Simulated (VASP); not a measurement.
# MgS (P6_3/mmc) in VASP: notebook

MgS is run at these levels: PBE; tasks: single point.

Program: VASP 6.6.1. These are calculated values, not measurements. Logs are shortened: lines on timing, memory, paths and dates and some standing lists are left out, and cuts for length are marked.

### 1 The cell of the first run

Symmetry: P6_3/mmc, No. 194, hexagonal system. The conventional cell has a = 3.591 Å, b = 3.591 Å, c = 6.052 Å, α = 90.00°, β = 90.00°, γ = 120.00°. Mg (site symmetry -3m) has 6 S at 2.57 Å and 2 Mg at 3.03 Å within 3.4 Å. S (site symmetry -6m2) has 6 Mg at 2.57 Å within 3.4 Å.

### 2 Single point, PBE (volume changed by -6%)

Input file INCAR:

```
SYSTEM = MgS
ALGO = Normal
EDIFF = 1E-6
ENCUT = 520
GGA = PE
ISIF = 2
ISMEAR = 0
LASPH = .True.
LCHARG = .True.
LELF = .True.
LREAL = .False.
LVHAR = .True.
LWAVE = .False.
NBANDS = 16
NELM = 100
PREC = Accurate
SIGMA = 0.01
```

Input file KPOINTS:

```
k-points
0
Gamma
  6 6 4
  0 0 0
```

Input file POSCAR:

```
MgS
1.0
    3.5908206090      0.0000000000      0.0000000000
   -1.7954103045      3.1097418678      0.0000000000
    0.0000000000      0.0000000000      6.0522842888
Mg S
2 2
Direct
    0.0000000000      0.0000000000      0.0000000000
    0.0000000000      0.0000000000      0.5000000000
    0.3333333333      0.6666666667      0.2500000000
    0.6666666667      0.3333333333      0.7500000000
```

Potentials or basis: VASP PAW PBE potentials, release 64 (Mg, S).

Command:

```bash
cat potpaw_PBE.64/Mg/POTCAR potpaw_PBE.64/S/POTCAR > POTCAR
mpirun -np 1 vasp_std > vasp.out
```

OUTCAR:

```text
SYSTEM = MgS
   EDIFF = 1E-6
   ENCUT = 520
   GGA = PE
   ISIF = 2
   ISMEAR = 0
   LASPH = .True.
   LREAL = .False.
   NELM = 100
   PREC = Accurate

 ion  position               nearest neighbor table
   1  0.000  0.000  0.000-   3 2.57   4 2.57   3 2.57   4 2.57   4 2.57   3 2.57   2 3.03   2 3.03

   2  0.000  0.000  0.500-   3 2.57   4 2.57   3 2.57   4 2.57   4 2.57   3 2.57   1 3.03   1 3.03

   3  0.333  0.667  0.250-   1 2.57   2 2.57   1 2.57   2 2.57   1 2.57   2 2.57
   4  0.667  0.333  0.750-   1 2.57   2 2.57   1 2.57   2 2.57   1 2.57   2 2.57

  LATTYP: Found a hexagonal cell.
 ALAT       =     3.5908206090
 C/A-ratio  =     1.6854877890

  Lattice vectors:

 A1 = (   3.5908206090,   0.0000000000,   0.0000000000)
 A2 = (  -1.7954103045,   3.1097418678,   0.0000000000)
 A3 = (   0.0000000000,   0.0000000000,   6.0522842888)

Analysis of symmetry for initial positions (statically):
=====================================================================
 Subroutine PRICEL returns:
 Original cell was already a primitive cell.

 Routine SETGRP: Setting up the symmetry group for a
 hexagonal supercell.

 Subroutine GETGRP returns: Found 24 space group operations
 (whereof 12 operations were pure point group operations)
 out of a pool of 24 trial point group operations.

The static configuration has the point symmetry D_3d.
 The point group associated with its full space group is D_6h.

Analysis of symmetry for dynamics (positions and initial velocities):
=====================================================================
 Subroutine PRICEL returns:
 Original cell was already a primitive cell.

 Routine SETGRP: Setting up the symmetry group for a
 hexagonal supercell.

 Subroutine GETGRP returns: Found 24 space group operations
 (whereof 12 operations were pure point group operations)
 out of a pool of 24 trial point group operations.

The dynamic configuration has the point symmetry D_3d.
 The point group associated with its full space group is D_6h.

 Subroutine INISYM returns: Found 24 space group operations
 (whereof 12 operations are pure point group operations),
 and found     1 'primitive' translations

----------------------------------------------------------------------------------------

                                     Primitive cell

  volume of cell :      67.5830

  direct lattice vectors                    reciprocal lattice vectors
     3.590820609  0.000000000  0.000000000     0.278487875  0.160785049  0.000000000
    -1.795410305  3.109741868  0.000000000     0.000000000  0.321570099  0.000000000
     0.000000000  0.000000000  6.052284289     0.000000000  0.000000000  0.165226872

  length of vectors
     3.590820609  3.590820609  6.052284289     0.321570099  0.321570099  0.165226872

  position of ions in fractional coordinates (direct lattice)
     0.000000000  0.000000000  0.000000000
     0.000000000  0.000000000  0.500000000
     0.333333333  0.666666667  0.250000000
     0.666666667  0.333333333  0.750000000

  ion indices of the primitive-cell ions
   primitive index   ion index
                 1           1
                 2           2
                 3           3
                 4           4

----------------------------------------------------------------------------------------

 KPOINTS: k-points

Automatic generation of k-mesh.
 Grid dimensions read from file:
 generate k-points for:    6    6    4

 Generating k-lattice:

  Cartesian coordinates                     Fractional coordinates (reciprocal lattice)
     0.046414646  0.026797508  0.000000000     0.166666667  0.000000000  0.000000000
     0.000000000  0.053595016  0.000000000     0.000000000  0.166666667  0.000000000
     0.000000000  0.000000000  0.041306718     0.000000000  0.000000000  0.250000000

  Length of vectors
     0.053595016  0.053595016  0.041306718

  Shift w.r.t. Gamma in fractional coordinates (k-lattice)
     0.000000000  0.000000000  0.000000000

 Subroutine IBZKPT returns following result:
 ===========================================

 Found     21 irreducible k-points:

 Following reciprocal coordinates:
            Coordinates               Weight
  0.000000  0.000000  0.000000      1.000000
  0.166667  0.000000  0.000000      6.000000
  0.333333  0.000000  0.000000      6.000000
  0.500000  0.000000  0.000000      3.000000
  0.166667  0.166667  0.000000      6.000000
  0.333333  0.166667  0.000000     12.000000
[... 13 lines left out ...]
  0.333333  0.166667  0.500000     12.000000
  0.333333  0.333333  0.500000      2.000000
   k-points           NKPTS =     21   k-points in BZ     NKDIM =     21   number of bands    NBANDS=     16
   number of dos      NEDOS =    301   number of ions     NIONS =      4
   total plane-waves  NPLWV =  37632
   dimension x,y,z NGX =    28 NGY =   28 NGZ =   48
   dimension x,y,z NGXF=    56 NGYF=   56 NGZF=   96
   ions per type =               2   2
   NGX,Y,Z   is equivalent  to a cutoff of  12.96, 12.96, 13.18 a.u.
   NGXF,Y,Z  is equivalent  to a cutoff of  25.93, 25.93, 26.37 a.u.
 SYSTEM =  MgS
   PREC   = accura    normal or accurate (medium, high low for compatibility)
   ISTART =      0    job   : 0-new  1-cont  2-samecut
   ICHARG =      2    charge: 1-file 2-atom 10-const
   ISPIN  =      1    spin polarized calculation?
   LNONCOLLINEAR =      F non collinear calculations
   LSORBIT =      F    spin-orbit coupling
   LASPH  =      T    aspherical Exc in radial PAW
   ENCUT  =  520.0 eV  38.22 Ry    6.18 a.u.   6.68  6.68 11.25*2*pi/ulx,y,z
   NELM   =    100;   NELMIN=  2; NELMDL= -5     # of ELM steps
   EDIFF  = 0.1E-05   stopping-criterion for ELM
   LREAL  =      F    real-space projection
   EDIFFG = 0.1E-04   stopping-criterion for IOM
   NSW    =      0    number of steps for IOM
   IBRION =     -1    ionic relax: 0-MD 1-quasi-New 2-CG
   NFREE  =      0    steps in history (QN), initial steepest desc. (CG)
   ISIF   =      2    stress and relaxation
   ISYM   =      2    0-nonsym 1-usesym 2-fastsym
   POTIM  = 0.5000    time-step for ionic-motion
   TEBEG  =    0.0;   TEEND  =   0.0 temperature during run
   PSTRESS=    0.0 pullay stress
   NELECT =      16.0000    total number of electrons
   NUPDOWN=      -1.0000    fix difference up-down
   EMIN   =  10.00;   EMAX   =-10.00  energy-range for DOS
   EFERMI =   0.00;   METHOD = LEGACY
   ISMEAR =     0;   SIGMA  =   0.01  broadening in eV -4-tet -1-fermi 0-gaus
   EFERMI_NEDOS =   21; number of points for ismear=-14 and -15
   IALGO  =     38    algorithm
   IMIX   =      4    mixing-type and parameters
     AMIX     =   0.40;   BMIX     =  1.00
     AMIX_MAG =   1.60;   BMIX_MAG =  1.00
  volume/ion in A,a.u.               =      16.90       114.02
  Fermi-wavevector in a.u.,A,eV,Ry     =   1.012750  1.913821 13.954994  1.025663
  Thomas-Fermi vector in A             =   2.145878
   LORBIT       =      0    0 simple, 1 ext, 2 COOP (PROOUT), +10 PAW based schemes
   GGA     = PE    functional components
   LHFCALC =     F    Hartree Fock is set to
   AEXX    =    0.0000 exact exchange contribution
   IVDW    =     0    specifies the selected vdW correction
   LEPSILON=     F    determine dielectric tensor
   LRPA    =     F    only Hartree local field effects (RPA)
 non-spin polarized calculation
 Gauss-broadening in eV      SIGMA  =   0.01
  energy-cutoff  :      520.00
  volume of cell :       67.58
 maximum number of plane-waves:      1858
 NGX is ok and might be reduce to    28
   NGX = 13   NGY = 13   NGZ = 23

 number of electron      16.0000000 magnetization

 Free energy of the ion-electron system (eV)
  ---------------------------------------------------
  ext. energy  EPLUGINS =         0.00000000
  ---------------------------------------------------
  free energy    TOTEN  =       -16.83948512 eV

  energy without entropy =      -16.83948512  energy(sigma->0) =      -16.83948512

 E-fermi :   4.2010     XC(G=0):  -9.8439

 val. band max:        4.1263460961   @ k =   0.0000   0.0000   0.0000
 cond. band min:       7.6075615183   @ k =   0.3333   0.3333   0.0000
 fundamental gap:      3.4812154222
 Fermi energy:         4.2010188004

 k-point     1 :       0.0000    0.0000    0.0000
  band No.  band energies     occupation
      1      -8.8341      2.00000
      2      -7.5191      2.00000
      3      -1.0621      2.00000
      4       3.5967      2.00000
      5       3.5967      2.00000
      6       3.8814      2.00000
[... 8 lines left out ...]
     15      12.6847      0.00000
     16      13.4761      0.00000

 k-point     2 :       0.1667    0.0000    0.0000
  band No.  band energies     occupation
      1      -8.5749      2.00000
      2      -7.3684      2.00000
      3      -0.7271      2.00000
      4       2.2072      2.00000
      5       2.8105      2.00000
      6       3.2184      2.00000
[... 8 lines left out ...]
     15      12.8866      0.00000
     16      12.9873      0.00000

 k-point     3 :       0.3333    0.0000    0.0000
  band No.  band energies     occupation
      1      -7.9162      2.00000
      2      -7.0803      2.00000
      3       0.1973      2.00000
      4       0.2066      2.00000
      5       1.0712      2.00000
      6       2.6670      2.00000
[... 8 lines left out ...]
     15      13.4395      0.00000
     16      15.2837      0.00000

 k-point     4 :       0.5000    0.0000    0.0000
  band No.  band energies     occupation
      1      -7.3941      2.00000
      2      -7.0415      2.00000
      3      -0.6462      2.00000
      4       0.3200      2.00000
      5       1.1010      2.00000
      6       2.3150      2.00000
[... 8 lines left out ...]
     15      13.7120      0.00000
     16      16.0936      0.00000
[... 267 lines left out ...]
 k-point    19 :       0.1667    0.1667    0.5000
  band No.  band energies     occupation
      1      -7.6747      2.00000
      2      -7.6747      2.00000
      3       0.5542      2.00000
      4       0.5542      2.00000
      5       2.1966      2.00000
      6       2.1966      2.00000
[... 8 lines left out ...]
     15      12.9566      0.00000
     16      12.9566      0.00000

 k-point    20 :       0.3333    0.1667    0.5000
  band No.  band energies     occupation
      1      -7.2227      2.00000
      2      -7.2227      2.00000
      3      -0.2487      2.00000
      4      -0.2487      2.00000
      5       1.6391      2.00000
      6       1.6391      2.00000
[... 8 lines left out ...]
     15      14.3194      0.00000
     16      14.3194      0.00000

 k-point    21 :       0.3333    0.3333    0.5000
  band No.  band energies     occupation
      1      -7.0587      2.00000
      2      -7.0587      2.00000
      3       0.2997      2.00000
      4       0.2997      2.00000
      5       0.3095      2.00000
      6       0.3095      2.00000
[... 8 lines left out ...]
     15      13.7149      0.00000
     16      13.7149      0.00000

------------------------ aborting loop because EDIFF is reached ----------------------------------------

  FORCE on cell =-STRESS in cart. coord.  units (eV):
  Direction    XX          YY          ZZ          XY          YZ          ZX
  --------------------------------------------------------------------------------------
  -------------------------------------------------------------------------------------
  Total        2.0193370      2.0193370      2.1332551      0.0000000      0.0000000      0.0000000
  in kB       47.8720488     47.8720488     50.5726840      0.0000000      0.0000000      0.0000000
  external PRESSURE =      48.7722605 kB  Pullay stress =       0.0000000 kB

 VOLUME and BASIS-vectors are now :
 -----------------------------------------------------------------------------
  energy-cutoff  :      520.00
  volume of cell :       67.58
      direct lattice vectors                 reciprocal lattice vectors
     3.590820609  0.000000000  0.000000000     0.278487875  0.160785049  0.000000000
    -1.795410305  3.109741868  0.000000000     0.000000000  0.321570099  0.000000000
     0.000000000  0.000000000  6.052284289     0.000000000  0.000000000  0.165226872

 POSITION                                       TOTAL-FORCE (eV/Angst)
 -----------------------------------------------------------------------------------
      0.00000      0.00000      0.00000         0.000000      0.000000     -0.000000
      0.00000      0.00000      3.02614         0.000000      0.000000     -0.000000
     -0.00000      2.07316      1.51307         0.000000     -0.000000     -0.000000
      1.79541      1.03658      4.53921        -0.000000      0.000000      0.000000
 -----------------------------------------------------------------------------------
    total drift:                                0.000000     -0.000000     -0.000000

  FREE ENERGIE OF THE ION-ELECTRON SYSTEM (eV)
  ---------------------------------------------------
  free  energy   TOTEN  =       -16.8394851189 eV

  energy  without entropy=      -16.8394851189  energy(sigma->0) =      -16.83948512
```

Run time: 9.3 s. Hardware: 1 thread of Intel Xeon 6975P-C (Granite Rapids), shared host; peak memory 0.19 GiB.

Results:

```
Free energy            : -16.8395 eV
Pressure               : 4.9 GPa
Band gap on the k mesh : 3.48 eV, indirect (least direct gap 3.91 eV)
```

Stress tensor (GPa, compression positive):
```
4.79 0.00 0.00
0.00 4.79 0.00
0.00 0.00 5.06
```

Levels at points of the mesh, in eV from the valence-band top:
```csv
k point,band 4,band 5,band 6,band 7,band 8,band 9,band 10,band 11,band 12,band 13
"(0.00, 0.00, 0.00)",-0.53,-0.53,-0.24,0.00,0.00,3.91,4.74,6.76,7.89,7.89
"(0.50, 0.00, 0.00)",-3.81,-3.03,-1.81,-1.68,-0.66,3.99,4.53,5.02,7.00,8.30
"(0.00, 0.00, 0.50)",-3.12,-0.27,-0.27,-0.27,-0.27,5.01,5.01,7.60,7.60,7.60
"(0.50, 0.00, 0.50)",-4.76,-1.61,-1.61,-1.23,-1.23,4.10,4.10,5.24,5.24,9.08
```

 A k mesh can miss the band edges.

(Continued in part 2 of 2.)
